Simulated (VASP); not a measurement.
# CsK2Pt (P4/mbm) in VASP: single point with PBE

Aim: the single point of CsK2Pt with PBE.

All numbers are computed with VASP 6.6.1; they aren't measurements. Logs are shortened: lines on timing, memory, paths and dates and some standing lists are left out, and cuts for length are marked.

**1. The cell of the first run**

It takes space group P4/mbm (No. 127, tetragonal). Conventional cell: a = 7.824 Å, b = 7.824 Å, c = 5.592 Å, α = 90.00°, β = 90.00°, γ = 90.00°. Within 4.4 Å of K (site symmetry m2m) lie 2 Pt at 3.34 Å and 5 K at 3.67 to 4.13 Å and 4 Cs at 4.04 Å. Within 5.1 Å of Cs (site symmetry 4/m) lie 4 Pt at 3.91 Å and 8 K at 4.04 Å. Pt (site symmetry mmm) has 4 K at 3.34 Å and 4 Cs at 3.91 Å within 4.4 Å.

**2. Single point, PBE**

INCAR

```
SYSTEM = CsK2Pt
ALGO = Normal ; EDIFF = 1E-7
ENCUT = 520 ; GGA = PE
ISIF = 2 ; ISMEAR = -1
LASPH = .TRUE. ; LCHARG = .TRUE.
LELF = .TRUE. ; LREAL = .FALSE.
LVHAR = .TRUE. ; LWAVE = .FALSE.
NBANDS = 47 ; NELM = 100
PREC = Accurate ; SIGMA = 0.05
```

KPOINTS

```
k-points
0
G
  3 3 4
  0 0 0
```

POSCAR

```
CsK2Pt
1.0
    7.8235990000      0.0000000000      0.0000000000
    0.0000000000      7.8235990000      0.0000000000
    0.0000000000      0.0000000000      5.5918760000
K Cs Pt
4 2 2
Direct
    0.1656960000      0.6656960000      0.5000000000
    0.8343040000      0.3343040000      0.5000000000
    0.6656960000      0.8343040000      0.5000000000
    0.3343040000      0.1656960000      0.5000000000
    0.5000000000      0.5000000000      0.0000000000
    0.0000000000      0.0000000000      0.0000000000
    0.5000000000      0.0000000000      0.0000000000
    0.0000000000      0.5000000000      0.0000000000
```

Potentials or basis: VASP PAW PBE potentials, release 64 (K_sv, Cs_sv, Pt).

Command:

```bash
cat potpaw_PBE.64/K_sv/POTCAR potpaw_PBE.64/Cs_sv/POTCAR potpaw_PBE.64/Pt/POTCAR > POTCAR
mpirun -np 1 vasp_std > vasp.out
```

OUTCAR:

```text
SYSTEM = CsK2Pt
   EDIFF = 1E-7
   ENCUT = 520
   GGA = PE
   ISIF = 2
   ISMEAR = -1
   LASPH = .TRUE.
   LREAL = .FALSE.
   NELM = 100
   PREC = Accurate

 ion  position               nearest neighbor table
   1  0.166  0.666  0.500-   8 3.34   8 3.34   2 3.67
   2  0.834  0.334  0.500-   8 3.34   8 3.34   1 3.67
   3  0.666  0.834  0.500-   7 3.34   7 3.34   4 3.67
   4  0.334  0.166  0.500-   7 3.34   7 3.34   3 3.67
   5  0.500  0.500  0.000-
   6  0.000  0.000  0.000-
   7  0.500  0.000  0.000-   3 3.34   4 3.34   3 3.34   4 3.34
   8  0.000  0.500  0.000-   1 3.34   2 3.34   1 3.34   2 3.34

  LATTYP: Found a simple tetragonal cell.
 ALAT       =     7.8235990000
 C/A-ratio  =     0.7147447102

  Lattice vectors:

 A1 = (   7.8235990000,   0.0000000000,   0.0000000000)
 A2 = (   0.0000000000,   7.8235990000,   0.0000000000)
 A3 = (   0.0000000000,   0.0000000000,   5.5918760000)

Analysis of symmetry for initial positions (statically):
=====================================================================
 Subroutine PRICEL returns:
 Original cell was already a primitive cell.

 Routine SETGRP: Setting up the symmetry group for a
 simple tetragonal supercell.

 Subroutine GETGRP returns: Found 16 space group operations
 (whereof  8 operations were pure point group operations)
 out of a pool of 16 trial point group operations.

The static configuration has the point symmetry C_4h.
 The point group associated with its full space group is D_4h.

Analysis of symmetry for dynamics (positions and initial velocities):
=====================================================================
 Subroutine PRICEL returns:
 Original cell was already a primitive cell.

 Routine SETGRP: Setting up the symmetry group for a
 simple tetragonal supercell.

 Subroutine GETGRP returns: Found 16 space group operations
 (whereof  8 operations were pure point group operations)
 out of a pool of 16 trial point group operations.

The dynamic configuration has the point symmetry C_4h.
 The point group associated with its full space group is D_4h.

 Subroutine INISYM returns: Found 16 space group operations
 (whereof  8 operations are pure point group operations),
 and found     1 'primitive' translations

----------------------------------------------------------------------------------------

                                     Primitive cell
[... 90 lines left out ...]
   NSW    =      0    number of steps for IOM
   IBRION =     -1    ionic relax: 0-MD 1-quasi-New 2-CG
   NFREE  =      0    steps in history (QN), initial steepest desc. (CG)
   ISIF   =      2    stress and relaxation
   ISYM   =      2    0-nonsym 1-usesym 2-fastsym
   POTIM  = 0.5000    time-step for ionic-motion
   TEBEG  =    0.0;   TEEND  =   0.0 temperature during run
   PSTRESS=    0.0 pullay stress
   NELECT =      74.0000    total number of electrons
   NUPDOWN=      -1.0000    fix difference up-down
   EMIN   =  10.00;   EMAX   =-10.00  energy-range for DOS
   EFERMI =   0.00;   METHOD = LEGACY
   ISMEAR =    -1;   SIGMA  =   0.05  broadening in eV -4-tet -1-fermi 0-gaus
   EFERMI_NEDOS =   21; number of points for ismear=-14 and -15
   IALGO  =     38    algorithm
   IMIX   =      4    mixing-type and parameters
     AMIX     =   0.40;   BMIX     =  1.00
     AMIX_MAG =   1.60;   BMIX_MAG =  1.00
  volume/ion in A,a.u.               =      42.78       288.72
  Fermi-wavevector in a.u.,A,eV,Ry     =   0.982566  1.856781 13.135560  0.965436
  Thomas-Fermi vector in A             =   2.113658
   LORBIT       =      0    0 simple, 1 ext, 2 COOP (PROOUT), +10 PAW based schemes
   GGA     = PE    functional components
   LHFCALC =     F    Hartree Fock is set to
   AEXX    =    0.0000 exact exchange contribution
   IVDW    =     0    specifies the selected vdW correction
   LEPSILON=     F    determine dielectric tensor
   LRPA    =     F    only Hartree local field effects (RPA)
 non-spin polarized calculation
  energy-cutoff  :      520.00
  volume of cell :      342.27
 maximum number of plane-waves:      9244
 NGX is ok and might be reduce to    60
   NGX = 29   NGY = 29   NGZ = 21

 number of electron      73.9999993 magnetization

 Free energy of the ion-electron system (eV)
  ---------------------------------------------------
  ext. energy  EPLUGINS =         0.00000000
  ---------------------------------------------------
  free energy    TOTEN  =       -16.87357653 eV

  energy without entropy =      -16.81652932  energy(sigma->0) =      -16.84505293

 E-fermi :   1.7866     XC(G=0):  -7.5545

 val. band max:        1.7710646851   @ k =   0.3333   0.0000   0.2500
 cond. band min:       1.8203258076   @ k =   0.3333   0.3333   0.2500
 fundamental gap:      0.0492611225
 Fermi energy:         1.7865785040

 k-point     1 :       0.0000    0.0000    0.0000
  band No.  band energies     occupation
      1     -29.8400      2.00000
      2     -29.8246      2.00000
      3     -29.8175      2.00000
      4     -29.8175      2.00000
      5     -21.1425      2.00000
      6     -21.1396      2.00000
[... 439 lines left out ...]
     46       4.4498      0.00000
     47       4.6237      0.00000

------------------------ aborting loop because EDIFF is reached ----------------------------------------

  FORCE on cell =-STRESS in cart. coord.  units (eV):
  Direction    XX          YY          ZZ          XY          YZ          ZX
  --------------------------------------------------------------------------------------
  -------------------------------------------------------------------------------------
  Total        0.0626210      0.0626210     -0.0644317      0.0000000      0.0000000      0.0000000
  in kB        0.2931298      0.2931298     -0.3016055      0.0000000      0.0000000      0.0000000
  external PRESSURE =       0.0948847 kB  Pullay stress =       0.0000000 kB

 VOLUME and BASIS-vectors are now :
 -----------------------------------------------------------------------------
  energy-cutoff  :      520.00
  volume of cell :      342.27
      direct lattice vectors                 reciprocal lattice vectors
     7.823599000  0.000000000  0.000000000     0.127818412  0.000000000  0.000000000
     0.000000000  7.823599000  0.000000000     0.000000000  0.127818412  0.000000000
     0.000000000  0.000000000  5.591876000     0.000000000  0.000000000  0.178830861

 POSITION                                       TOTAL-FORCE (eV/Angst)
 -----------------------------------------------------------------------------------
      1.29634      5.20814      2.79594        -0.022918     -0.022918     -0.000000
      6.52726      2.61546      2.79594         0.022918      0.022918      0.000000
      5.20814      6.52726      2.79594        -0.022918      0.022918      0.000000
      2.61546      1.29634      2.79594         0.022918     -0.022918     -0.000000
      3.91180      3.91180      0.00000         0.000000      0.000000      0.000000
      0.00000      0.00000      0.00000         0.000000      0.000000      0.000000
      3.91180      0.00000      0.00000         0.000000      0.000000      0.000000
      0.00000      3.91180      0.00000         0.000000      0.000000      0.000000
 -----------------------------------------------------------------------------------
    total drift:                                0.000000      0.000000      0.000000

  FREE ENERGIE OF THE ION-ELECTRON SYSTEM (eV)
  ---------------------------------------------------
  free  energy   TOTEN  =       -16.8735765299 eV

  energy  without entropy=      -16.8165293206  energy(sigma->0) =      -16.84505293
```

OSZICAR:

```text
N       E                     dE             d eps       ncg     rms          rms(c)
DAV:   1     0.537824567473E+03    0.53782E+03   -0.32385E+04   846   0.136E+03
DAV:   2     0.293914585250E+02   -0.50843E+03   -0.49125E+03  1060   0.332E+02
DAV:   3    -0.171555735150E+02   -0.46547E+02   -0.46112E+02  1188   0.880E+01
DAV:   4    -0.188861711160E+02   -0.17306E+01   -0.17201E+01  1220   0.164E+01
DAV:   5    -0.189825932949E+02   -0.96422E-01   -0.96356E-01  1277   0.263E+00    0.650E+00
DAV:   6    -0.171921350651E+02    0.17905E+01   -0.75618E+00   986   0.658E+00    0.668E+00
DAV:   7    -0.169813677860E+02    0.21077E+00   -0.11469E+00  1172   0.294E+00    0.363E+00
DAV:   8    -0.168658849072E+02    0.11548E+00   -0.42473E-01   977   0.205E+00    0.847E-01
DAV:   9    -0.168715069128E+02   -0.56220E-02   -0.50715E-02  1238   0.639E-01    0.324E-01
DAV:  10    -0.168730371477E+02   -0.15302E-02   -0.42033E-03  1126   0.210E-01    0.890E-02
DAV:  11    -0.168735317466E+02   -0.49460E-03   -0.61692E-04  1031   0.986E-02    0.383E-02
DAV:  12    -0.168735734854E+02   -0.41739E-04   -0.14106E-04  1101   0.371E-02    0.125E-02
DAV:  13    -0.168735795611E+02   -0.60757E-05   -0.57163E-05  1030   0.218E-02    0.106E-02
DAV:  14    -0.168735766684E+02    0.28927E-05   -0.23996E-05  1012   0.122E-02    0.215E-03
DAV:  15    -0.168735765101E+02    0.15836E-06   -0.17230E-06   845   0.417E-03    0.938E-04
DAV:  16    -0.168735765299E+02   -0.19795E-07   -0.14544E-07   664   0.137E-03
   1 F= -.16873577E+02 E0= -.16845053E+02  d E =-.570472E-01
```

Wall time 2.1 min (1 thread of Intel Xeon Platinum 8375C at 2.90GHz (Ice Lake), shared host); peak memory 0.47 GiB.

What came out:

```yaml
Free_energy: -16.8736 eV
Pressure: 0.0 GPa
Largest_force: 0.032 eV/Å
Band_gap_on_the_k_mesh: zero (band 37 reaches 1.82 eV, above the bottom of band 38 at 1.51 eV)
```

Forces in eV/Å, atoms in the order of the input:
```
K   -0.023 -0.023  0.000
K    0.023  0.023  0.000
K   -0.023  0.023  0.000
K    0.023 -0.023  0.000
Cs   0.000  0.000  0.000
Cs   0.000  0.000  0.000
Pt   0.000  0.000  0.000
Pt   0.000  0.000  0.000
```

Caveat: spin-orbit coupling is left out, which moves the levels of the heavy elements.
